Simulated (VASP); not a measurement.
LiF: single point with PBE

Crystal: LiF.

```xyz
2
Lattice="-0.0403 1.9939 1.9939 1.9939 -0.0403 1.9939 1.9939 1.9939 -0.0403" Properties=species:S:1:pos:R:3 pbc="T T T"
Li    0.0000    0.0000    0.0000
F     1.9737    1.9737    1.9737
```

This cell differs from its parent crystal: equal xy, yz and zx shear strains of -2 %.

| Quantity | Value |
| --- | --- |
| Program | VASP 6.6.1 |
| Task | single point |
| Functional | PBE |
| Potentials or basis | VASP PAW PBE potentials, release 64 (Li_sv, F) |
| Cutoff | 520 eV |
| k mesh | 10 × 10 × 10 |
| Occupations | fermi-dirac, width 0.03 eV |
| Spin | no spin polarisation |
| Dipole correction | no |
| Further INCAR settings | ALGO = Normal; EDIFF = 1e-06; NBANDS = 12 |

```yaml
Band_gap_on_the_k_mesh: 8.98 eV, direct
```

Levels at points of the mesh, in eV from the valence-band top:
```tsv
k point	band 2	band 3	band 4	band 5	band 6	band 7	band 8	band 9
(0.00, 0.00, 0.00)	-20.08	-0.16	-0.16	0.00	8.98	23.75	23.75	23.89
(0.50, 0.00, 0.00)	-19.66	-2.63	-0.34	-0.26	10.70	16.53	18.75	19.11
(0.50, 0.50, 0.00)	-19.38	-3.11	-1.19	-1.01	14.70	16.35	17.37	19.94
(0.50, 0.50, 0.50)	-19.59	-2.60	-0.42	-0.42	10.56	16.97	18.41	18.41
```

Wall time 9.5 s on 1 thread of Intel(R) Xeon(R) 6975P-C (Granite Rapids), with other jobs on the host, peak memory 0.14 GiB.

Caveat: the cell differs from its parent crystal (equal xy, yz and zx shear strains of -2 %). A k mesh can miss the band edges.
